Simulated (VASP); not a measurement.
Here is a VASP 6.6.1 calculation.

File INCAR:

```
SYSTEM = NiGe
PREC     = Accurate       ! precision mode
ENCUT    = 520            ! plane-wave cutoff, eV
EDIFF    = 1E-7           ! SCF threshold, eV
ISMEAR   = -1             ! smearing method
SIGMA    = 0.05           ! smearing width, eV
LREAL    = .FALSE.        ! projectors in reciprocal space
LASPH    = .TRUE.         ! aspherical terms in the spheres
NELM     = 80             ! most SCF steps
ALGO     = Normal         ! electronic algorithm
ISIF     = 2              ! what is computed and relaxed
LWAVE    = .FALSE.        ! write WAVECAR
LCHARG   = .FALSE.        ! write CHGCAR
GGA      = PS             ! functional
NBANDS   = 58             ! bands
```

Contents of KPOINTS:

```
Automatic mesh
0
G
  5 8 5
  0 0 0
```

POSCAR

```
NiGe
1.0
    5.3810000000      0.0000000000      0.0000000000
    0.0000000000      3.4280000000      0.0000000000
    0.0000000000      0.0000000000      5.8110000000
Ge Ni
4 4
Direct
    0.3120000000      0.7500000000      0.9170000000
    0.6880000000      0.2500000000      0.0830000000
    0.1880000000      0.2500000000      0.4170000000
    0.8120000000      0.7500000000      0.5830000000
    0.4950000000      0.7500000000      0.3100000000
    0.5050000000      0.2500000000      0.6900000000
    0.0050000000      0.2500000000      0.8100000000
    0.9950000000      0.7500000000      0.1900000000
```

Potentials or basis: VASP PAW PBE potentials, release 64 (Ge_d, Ni).

Run with:

```bash
$ cat potpaw_PBE.64/Ge_d/POTCAR potpaw_PBE.64/Ni/POTCAR > POTCAR
$ mpirun -np 1 vasp_std > vasp.out
```

Predict the largest force.

0.184 eV/Å.

Predict the band gap on the k mesh.

zero (band 48 reaches 9.96 eV, above the bottom of band 49 at 8.12 eV).

Predict the pressure.

-3.0 GPa.

Stress tensor (GPa, compression positive):
```
-3.98  0.00  0.00
 0.00 -2.50  0.00
 0.00  0.00 -2.62
```

Caveat: the PAW data sets were made with another functional, which shifts forces and pressure a little. Spin polarisation is off, so any magnetic state and its effect on volume and gap are missing.
